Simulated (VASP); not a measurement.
# Ag in VASP: single point with PBE

Aim: the single point of Ag with PBE.

All numbers are computed with VASP 6.6.1; they aren't measurements. Logs are shortened: lines on timing, memory, paths and dates and some standing lists are left out, and cuts for length are marked.

### 1 The cell of the first run

The cell holds a slab with vacuum, 12 atoms: a = 5.079 Å, b = 5.079 Å, c = 24.183 Å, α = 90.00°, β = 90.00°, γ = 120.00°.

### 2 Single point, PBE

Contents of INCAR:

```
PREC = Accurate
ENCUT = 520
EDIFF = 1E-7
ISMEAR = 0
SIGMA = 0.1
LREAL = False
LASPH = True
NELM = 100
ALGO = Normal
ISIF = 2
LWAVE = False
LCHARG = False
LDIPOL = True
IDIPOL = 3
DIPOL = 0.5 0.5 0.499
GGA = PE
NBANDS = 78
```

Contents of KPOINTS:

```
Automatic mesh
0
Gamma
  6 6 1
```

Contents of POSCAR:

```
Ag
1.0
    5.0792357021      0.0000000000      0.0000000000
   -2.5396178510      4.3987471498      0.0000000000
    0.0000000000      0.0000000000     24.1831240163
Ag
12
Direct
    0.0000000000      0.3333333333      0.3514847790
    0.3333333333      0.0000000000      0.3514847790
    0.6666666667      0.6666666667      0.3514847790
    0.3333333333      0.3333333333      0.4504949263
    0.6666666667      0.0000000000      0.4504949263
    0.0000000000      0.6666666667      0.4504949263
    0.6666666667      0.3333333333      0.5483306343
    0.0000000000      0.0000000000      0.5483306343
    0.3333333333      0.6666666667      0.5483306343
    0.0000000000      0.3333333333      0.6465291109
    0.3333333333      0.0000000000      0.6465291109
    0.6666666667      0.6666666667      0.6465291109
```

Potentials or basis: VASP PAW PBE potentials, release 64 (Ag).

Started as:

```bash
$ cat potpaw_PBE.64/Ag/POTCAR > POTCAR
$ mpirun -np 1 vasp_std > vasp.out
```

OUTCAR:

```text
PREC = Accurate
   ENCUT = 520
   EDIFF = 1E-7
   ISMEAR = 0
   LREAL = False
   LASPH = True
   NELM = 100
   ISIF = 2
   GGA = PE

 ion  position               nearest neighbor table
   1  0.000  0.333  0.351-   4 2.93   5 2.93   6 2.93   2 2.93   3 2.93   3 2.93   2 2.93   2 2.93
                             3 2.93
   2  0.333  0.000  0.351-   4 2.93   6 2.93   5 2.93   1 2.93   3 2.93   3 2.93   1 2.93   3 2.93
                             1 2.93
   3  0.667  0.667  0.351-   5 2.93   6 2.93   4 2.93   1 2.93   2 2.93   2 2.93   1 2.93   2 2.93
                             1 2.93
   4  0.333  0.333  0.450-   8 2.91   9 2.91   7 2.91   2 2.93   1 2.93   3 2.93   6 2.93   5 2.93
                             5 2.93   6 2.93   5 2.93   6 2.93
   5  0.667  0.000  0.450-   7 2.91   8 2.91   9 2.91   3 2.93   1 2.93   2 2.93   6 2.93   4 2.93
                             4 2.93   6 2.93   4 2.93   6 2.93
   6  0.000  0.667  0.450-   8 2.91   9 2.91   7 2.91   3 2.93   2 2.93   1 2.93   5 2.93   4 2.93
                             4 2.93   5 2.93   5 2.93   4 2.93
   7  0.667  0.333  0.548-   5 2.91   6 2.91   4 2.91  10 2.92  11 2.92  12 2.92   8 2.93   9 2.93
                             9 2.93   8 2.93   8 2.93   9 2.93
   8  0.000  0.000  0.548-   6 2.91   5 2.91   4 2.91  10 2.92  11 2.92  12 2.92   9 2.93   7 2.93
                             9 2.93   7 2.93   7 2.93   9 2.93
   9  0.333  0.667  0.548-   6 2.91   5 2.91   4 2.91  11 2.92  10 2.92  12 2.92   8 2.93   7 2.93
[... 14 lines left out ...]
 A1 = (   5.0792357021,   0.0000000000,   0.0000000000)
 A2 = (  -2.5396178510,   4.3987471498,   0.0000000000)
 A3 = (   0.0000000000,   0.0000000000,  24.1831240163)

Analysis of symmetry for initial positions (statically):
=====================================================================
 Subroutine PRICEL returns following result:

  LATTYP: Found a hexagonal cell.
 ALAT       =     2.9324980996
 C/A-ratio  =     8.2465949491

  Lattice vectors:

 A1 = (  -2.5396178506,  -1.4662490502,   0.0000000000)
 A2 = (   2.5396178508,  -1.4662490498,   0.0000000000)
 A3 = (   0.0000000000,   0.0000000000,  24.1831240163)

   3 primitive cells build up your supercell.

 Routine SETGRP: Setting up the symmetry group for a
 hexagonal supercell.

 Subroutine GETGRP returns: Found  6 space group operations
 (whereof  6 operations were pure point group operations)
 out of a pool of 24 trial point group operations.

The static configuration has the point symmetry C_3v.

Analysis of symmetry for dynamics (positions and initial velocities):
=====================================================================
 Subroutine PRICEL returns following result:

  LATTYP: Found a hexagonal cell.
 ALAT       =     2.9324980996
 C/A-ratio  =     8.2465949491

  Lattice vectors:

 A1 = (  -2.5396178506,  -1.4662490502,   0.0000000000)
 A2 = (   2.5396178508,  -1.4662490498,   0.0000000000)
 A3 = (   0.0000000000,   0.0000000000,  24.1831240163)

   3 primitive cells build up your supercell.

 Routine SETGRP: Setting up the symmetry group for a
 hexagonal supercell.

 Subroutine GETGRP returns: Found  6 space group operations
 (whereof  6 operations were pure point group operations)
 out of a pool of 24 trial point group operations.

The dynamic configuration has the point symmetry C_3v.

 Subroutine INISYM returns: Found  6 space group operations
 (whereof  6 operations are pure point group operations),
 and found     3 'primitive' translations

----------------------------------------------------------------------------------------

                                     Primitive cell

  volume of cell :     180.1020

  direct lattice vectors                    reciprocal lattice vectors
    -2.539617851 -1.466249050  0.000000000    -0.196880015 -0.341006189  0.000000000
     2.539617851 -1.466249050  0.000000000     0.196880015 -0.341006189  0.000000000
     0.000000000  0.000000000 24.183124016     0.000000000  0.000000000  0.041351150

  length of vectors
     2.932498100  2.932498100 24.183124016     0.393760030  0.393760030  0.041351150

  position of ions in fractional coordinates (direct lattice)
     0.666666667  0.333333333  0.351484779
     0.333333333  0.666666667  0.450494926
     0.000000000  0.000000000  0.548330634
[... 23 lines left out ...]

  Length of vectors
     0.037889577  0.037889577  0.041351150

  Shift w.r.t. Gamma in fractional coordinates (k-lattice)
     0.000000000  0.000000000  0.000000000

 Subroutine IBZKPT returns following result:
 ===========================================

 Found      7 irreducible k-points:

 Following reciprocal coordinates:
            Coordinates               Weight
  0.000000  0.000000  0.000000      1.000000
  0.166667 -0.000000  0.000000      6.000000
  0.333333 -0.000000  0.000000      6.000000
  0.500000 -0.000000  0.000000      3.000000
  0.166667  0.166667  0.000000      6.000000
  0.333333  0.166667  0.000000     12.000000
  0.333333  0.333333  0.000000      2.000000
   k-points           NKPTS =      7   k-points in BZ     NKDIM =      7   number of bands    NBANDS=     78
   number of dos      NEDOS =    301   number of ions     NIONS =     12
   total plane-waves  NPLWV = 288000
   dimension x,y,z NGX =    40 NGY =   40 NGZ =  180
   dimension x,y,z NGXF=    80 NGYF=   80 NGZF=  360
   ions per type =              12
   NGX,Y,Z   is equivalent  to a cutoff of  13.09, 13.09, 12.37 a.u.
   NGXF,Y,Z  is equivalent  to a cutoff of  26.18, 26.18, 24.75 a.u.
 SYSTEM =  unknown system
   PREC   = accura    normal or accurate (medium, high low for compatibility)
   ISTART =      0    job   : 0-new  1-cont  2-samecut
   ICHARG =      2    charge: 1-file 2-atom 10-const
   ISPIN  =      1    spin polarized calculation?
   LNONCOLLINEAR =      F non collinear calculations
   LSORBIT =      F    spin-orbit coupling
   LASPH  =      T    aspherical Exc in radial PAW
   ENCUT  =  520.0 eV  38.22 Ry    6.18 a.u.   9.44  9.44 44.96*2*pi/ulx,y,z
   NELM   =    100;   NELMIN=  2; NELMDL= -5     # of ELM steps
   EDIFF  = 0.1E-06   stopping-criterion for ELM
   LREAL  =      F    real-space projection
   EDIFFG = 0.1E-05   stopping-criterion for IOM
   NSW    =      0    number of steps for IOM
   IBRION =     -1    ionic relax: 0-MD 1-quasi-New 2-CG
   NFREE  =      0    steps in history (QN), initial steepest desc. (CG)
   ISIF   =      2    stress and relaxation
   ISYM   =      2    0-nonsym 1-usesym 2-fastsym
   POTIM  = 0.5000    time-step for ionic-motion
   TEBEG  =    0.0;   TEEND  =   0.0 temperature during run
   PSTRESS=    0.0 pullay stress
   NELECT =     132.0000    total number of electrons
   NUPDOWN=      -1.0000    fix difference up-down
   EMIN   =  10.00;   EMAX   =-10.00  energy-range for DOS
   EFERMI =   0.00;   METHOD = LEGACY
   ISMEAR =     0;   SIGMA  =   0.10  broadening in eV -4-tet -1-fermi 0-gaus
   EFERMI_NEDOS =   21; number of points for ismear=-14 and -15
   IALGO  =     38    algorithm
   IMIX   =      4    mixing-type and parameters
     AMIX     =   0.40;   BMIX     =  1.00
     AMIX_MAG =   1.60;   BMIX_MAG =  1.00
  volume/ion in A,a.u.               =      45.03       303.85
  Fermi-wavevector in a.u.,A,eV,Ry     =   1.023418  1.933979 14.250519  1.047384
  Thomas-Fermi vector in A             =   2.157150
   LORBIT       =      0    0 simple, 1 ext, 2 COOP (PROOUT), +10 PAW based schemes
   GGA     = PE    functional components
   LHFCALC =     F    Hartree Fock is set to
   AEXX    =    0.0000 exact exchange contribution
   IVDW    =     0    specifies the selected vdW correction
   LEPSILON=     F    determine dielectric tensor
   LRPA    =     F    only Hartree local field effects (RPA)
 non-spin polarized calculation
 Gauss-broadening in eV      SIGMA  =   0.10
  energy-cutoff  :      520.00
  volume of cell :      540.31
 maximum number of plane-waves:     14609
 NGX is ok and might be reduce to    40
   NGX = 19   NGY = 19   NGZ = 89

 dipolmoment           0.000000      0.000000      0.000658 electrons x Angstroem

 number of electron     132.0000016 magnetization

 dipolmoment           0.000000      0.000000     -0.001133 electrons x Angstroem

 Free energy of the ion-electron system (eV)
  ---------------------------------------------------
  ext. energy  EPLUGINS =         0.00000000
  ---------------------------------------------------
  free energy    TOTEN  =       -30.57957819 eV

  energy without entropy =      -30.55148886  energy(sigma->0) =      -30.56553353

 E-fermi :   0.4280     XC(G=0):  -5.3954

 val. band max:        0.1386553081   @ k =   0.1667   0.1667   0.0000
 cond. band min:       0.4375596306   @ k =   0.1667   0.1667   0.0000
 fundamental gap:      0.2989043226
 Fermi energy:         0.4280485888

 k-point     1 :       0.0000    0.0000    0.0000
  band No.  band energies     occupation
      1      -6.6698      2.00000
      2      -5.7965      2.00000
      3      -5.5341      2.00000
      4      -5.3715      2.00000
      5      -4.9582      2.00000
      6      -4.9582      2.00000
[... 556 lines left out ...]
     77       6.6077      0.00000
     78       6.6077      0.00000

------------------------ aborting loop because EDIFF is reached ----------------------------------------

 vacuum level on the upper side and lower side of the slab       (xc-potential included)        -0.058        -0.050

  FORCE on cell =-STRESS in cart. coord.  units (eV):
  Direction    XX          YY          ZZ          XY          YZ          ZX
  --------------------------------------------------------------------------------------
  -------------------------------------------------------------------------------------
  Total       -2.2069620     -2.2069620     -0.5371417     -0.0000000      0.0000000      0.0000000
  in kB       -6.5443373     -6.5443373     -1.5927942     -0.0000000      0.0000000      0.0000000
  external PRESSURE =      -4.8938229 kB  Pullay stress =       0.0000000 kB

 VOLUME and BASIS-vectors are now :
 -----------------------------------------------------------------------------
  energy-cutoff  :      520.00
  volume of cell :      540.31
      direct lattice vectors                 reciprocal lattice vectors
     5.079235702  0.000000000  0.000000000     0.196880015  0.113668730  0.000000000
    -2.539617851  4.398747150  0.000000000     0.000000000  0.227337459  0.000000000
     0.000000000  0.000000000 24.183124016     0.000000000  0.000000000  0.041351150

 POSITION                                       TOTAL-FORCE (eV/Angst)
 -----------------------------------------------------------------------------------
     -0.84654      1.46625      8.50000         0.000000      0.000000      0.054670
      1.69308      0.00000      8.50000        -0.000000     -0.000000      0.054670
      1.69308      2.93250      8.50000         0.000000     -0.000000      0.054670
      0.84654      1.46625     10.89437         0.000000     -0.000000     -0.053838
      3.38616      0.00000     10.89437         0.000000     -0.000000     -0.053838
     -1.69308      2.93250     10.89437         0.000000     -0.000000     -0.053838
      2.53962      1.46625     13.26035         0.000000     -0.000000      0.005052
      0.00000      0.00000     13.26035         0.000000     -0.000000      0.005052
     -0.00000      2.93250     13.26035         0.000000     -0.000000      0.005052
     -0.84654      1.46625     15.63509        -0.000000      0.000000     -0.005884
      1.69308      0.00000     15.63509         0.000000     -0.000000     -0.005884
      1.69308      2.93250     15.63509         0.000000     -0.000000     -0.005884
 -----------------------------------------------------------------------------------
    total drift:                                0.000000      0.000000     -0.000326

  FREE ENERGIE OF THE ION-ELECTRON SYSTEM (eV)
  ---------------------------------------------------
  free  energy   TOTEN  =       -30.5795781929 eV

  energy  without entropy=      -30.5514888619  energy(sigma->0) =      -30.56553353

 vacuum level on the upper side and lower side of the slab         4.829         4.838
```

It took 18 min on 1 thread of Intel Xeon 8259CL, shared host; peak memory 0.68 GiB.

Results:

```yaml
Free_energy: -30.5796 eV
Largest_force: 0.055 eV/Å
Band_gap_on_the_k_mesh: zero (bands 66 and 67 overlap by 3.61 eV)
```

Forces in eV/Å, atoms in the order of the input:
```
Ag   0.000  0.000  0.055
Ag   0.000  0.000  0.055
Ag   0.000  0.000  0.055
Ag   0.000  0.000 -0.054
Ag   0.000  0.000 -0.054
Ag   0.000  0.000 -0.054
Ag   0.000  0.000  0.005
Ag   0.000  0.000  0.005
Ag   0.000  0.000  0.005
Ag   0.000  0.000 -0.006
Ag   0.000  0.000 -0.006
Ag   0.000  0.000 -0.006
```

Levels at points of the mesh, in eV from the Fermi level:
| k point | band 61 | band 62 | band 63 | band 64 | band 65 | band 66 | band 67 | band 68 | band 69 | band 70 |
| --- | --- | --- | --- | --- | --- | --- | --- | --- | --- | --- |
| (0.00, 0.00, 0.00) | -3.04 | -2.98 | -2.98 | -0.87 | 0.38 | 3.27 | 3.27 | 3.44 | 3.44 | 3.44 |
| (0.50, 0.00, 0.00) | -2.70 | -2.68 | -2.35 | -2.35 | -0.81 | -0.81 | 0.19 | 0.92 | 1.38 | 1.38 |
